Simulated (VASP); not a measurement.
Set up this calculation in VASP 6.6.1, as the native input.

```
Task                   : single point
Functional             : PBE
Potentials or basis    : VASP PAW PBE potentials, release 64 (Co)
Cutoff                 : 520 eV
k mesh                 : 8 × 12 × 7
Occupations            : fermi-dirac, width 0.08 eV
Spin                   : collinear spin, ferromagnetic start
Starting moments       : [1.7, 1.7, 1.7, 1.7] μB
Dipole correction      : no
Further INCAR settings : ALGO = Normal; EDIFF = 1e-07; NBANDS = 30
```

The structure of Co lies in POSCAR:

```
Co
1.0
    0.0000000000      0.0000000000      4.0699000000
    2.5074000000      0.0000000000      0.0000000000
    0.0000000000      4.3429441948      0.0000000000
Co
4
Direct
    0.2500000000      1.0000000000      0.3333333334
    0.2500000000      0.5000000000      0.8333333334
    0.7500000000      0.5000000000      0.1666666666
    0.7500000000      0.0000000000      0.6666666666
```

These files were run (other wordings do the same):

INCAR

```
ALGO = Normal
EDIFF = 1E-7
ENCUT = 520
GGA = PE
ISIF = 2
ISMEAR = -1
ISPIN = 2
LASPH = True
LCHARG = False
LMAXMIX = 4
LORBIT = 11
LREAL = False
LWAVE = False
MAGMOM = 1.7 1.7 1.7 1.7
NBANDS = 30
NELM = 150
PREC = Accurate
SIGMA = 0.08
```

KPOINTS

```
k-points
0
Gamma
  8 12 7
```

Potentials or basis: VASP PAW PBE potentials, release 64 (Co).

Launch:

```sh
$ cat potpaw_PBE.64/Co/POTCAR > POTCAR
$ mpirun -np 1 vasp_std > vasp.out
```

It gave:

```yaml
Pressure: -4.5 GPa
Net_moment: 6.50 μB per cell
Site_moments: Co +1.65 μB
Valence_electrons_inside_the_program's_atomic_spheres: Co 8.23
```

Caveat: the cell stands under tension.

Run time: 2.8 min on 1 thread of AMD EPYC 9R45 96-Core Processor (Zen 5), with other jobs on the host, peak memory 0.31 GiB.
